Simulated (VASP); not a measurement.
Wanted: the native input for a VASP 6.6.1 run.

| Property | Result |
| --- | --- |
| Task | single point |
| Functional | PBE |
| Potentials or basis | VASP PAW PBE potentials, release 64 (Ir, Cs_sv) |
| Cutoff | 500 eV |
| k mesh | 8 × 8 × 8 |
| Occupations | gaussian, width 0.162 eV |
| Spin | no spin polarisation |
| Dipole correction | no |
| Further INCAR settings | ALGO = Normal; EDIFF = 1e-06; NBANDS = 26 |

The structure of CsIr3 lies in POSCAR:

```
CsIr3
1.0
    4.1781274585      0.0000000000      0.0000000000
    0.0000000000      4.1781274585      0.0000000000
    0.0000000000      0.0000000000      4.1781274585
Ir Cs
3 1
Direct
    0.0000000000      0.5000000000      0.5000000000
    0.5000000000      0.0000000000      0.5000000000
    0.5000000000      0.5000000000      0.0000000000
    0.0000000000      0.0000000000      0.0000000000
```

These files were run (other wordings do the same):

INCAR

```
SYSTEM = CsIr3
ALGO     = Normal         ! electronic algorithm
EDIFF    = 1E-6           ! SCF threshold, eV
ENCUT    = 500            ! plane-wave cutoff, eV
GGA      = PE             ! functional
GGA_COMPAT= .FALSE.      
ISIF     = 2              ! what is computed and relaxed
ISMEAR   = 0              ! smearing method
LASPH    = .TRUE.         ! aspherical terms in the spheres
LCHARG   = .FALSE.        ! write CHGCAR
LREAL    = .FALSE.        ! projectors in reciprocal space
LWAVE    = .FALSE.        ! write WAVECAR
NBANDS   = 26             ! bands
NELM     = 120            ! most SCF steps
PREC     = Accurate       ! precision mode
SIGMA    = 0.162          ! smearing width, eV
```

KPOINTS

```
k-points
0
G
  8 8 8
  0 0 0
```

Potentials or basis: VASP PAW PBE potentials, release 64 (Ir, Cs_sv).

Launch:

```sh
$ cat potpaw_PBE.64/Ir/POTCAR potpaw_PBE.64/Cs_sv/POTCAR > POTCAR
$ mpirun -np 1 vasp_std > vasp.out
```

It gave:

```yaml
Pressure: 2.4 GPa
Band_gap_on_the_k_mesh: zero (bands 18 and 19 overlap by 1.56 eV)
```

Caveat: spin-orbit coupling is left out, which moves the levels of the heavy elements.

It took 86 s on 1 thread of Intel Xeon 8259CL (shared host), peak memory 0.2 GiB.
